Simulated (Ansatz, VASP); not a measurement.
B3N2: VASP beside Ansatz

```xyz
5
Lattice="3.1342 0.0000 0.0000 -1.5671 2.7143 0.0000 0.0000 0.0000 3.7843" Properties=species:S:1:pos:R:3 pbc="T T T"
B     0.0000    0.0000    0.0000
B     0.0000    1.8095    2.3652
B     1.5671    0.9048    1.4191
N     0.0000    1.8095    0.5222
N     1.5671    0.9048    3.2620
```

Alike in both runs: task single point; functional PBE; k mesh 6 × 6 × 6; occupations gaussian, width 0.1 eV; collinear spin.

```csv
,VASP,Ansatz
version,VASP 6.6.1,Ansatz 0.2.0
potentials or method,"VASP PAW PBE potentials, release 64 (B, N), cutoff 600 eV","scalar-relativistic, plane waves, PAW"
valence electrons in the cell,19,19
```

```csv
,VASP,Ansatz,Ansatz less VASP
gap on the k mesh at the Fermi level (eV),none,none,-
pressure (GPa),21.9,22.4,+0.43
"traceless stress, the component that is largest in VASP (GPa)",15.96,15.94,-0.023
rms of the force components (eV/Å),1.411,1.413,+0.0016
net moment per atom (μB),0.00,0.00,0.000
```

Atom by atom the forces differ by 0.002 eV/Å (rms over components). A gap of «none» marks a metal or a gap that the smearing closes. Ansatz's warnings: seeded moment not kept.

The k mesh is coarse, so the values compare programs but aren't converged.
